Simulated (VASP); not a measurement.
Here is a VASP 6.6.1 calculation.

File INCAR:

```
SYSTEM = Mo
ALGO = Fast
EDIFF = 1E-6
ENCUT = 520
GGA = CA
ISIF = 2
ISMEAR = 0
LASPH = .TRUE.
LCHARG = .FALSE.
LREAL = .FALSE.
LWAVE = .FALSE.
NBANDS = 13
NELM = 60
PREC = Accurate
SIGMA = 0.15
```

KPOINTS

```
k-points
0
G
  20 20 20
  0 0 0
```

Contents of POSCAR:

```
Mo
1.0
   -1.3430996971      1.6542364775      1.6697155323
    1.3430996971     -1.6542364775      1.6697155323
    1.3430996971      1.6542364775     -1.6697155323
Mo
1
Direct
    0.0000000000      0.0000000000      0.0000000000
```

Potentials or basis: VASP PAW LDA potentials, release 64 (Mo_sv).

The run is started by

```bash
$ cat potpaw_LDA.64/Mo_sv/POTCAR > POTCAR
$ mpirun -np 1 vasp_std > vasp.out
```

(1) What does it give for the pressure?

(2) What does it give for the band gap on the k mesh?

Results:

(1) 11.0 GPa.

(2) zero (bands 7 and 8 overlap by 6.10 eV).

Caveat: the cell differs from its parent crystal (strain +e along x and -e along y -0.1000, strain +e along z and -e/2 along x and y +0.0733); the cell stands under pressure.
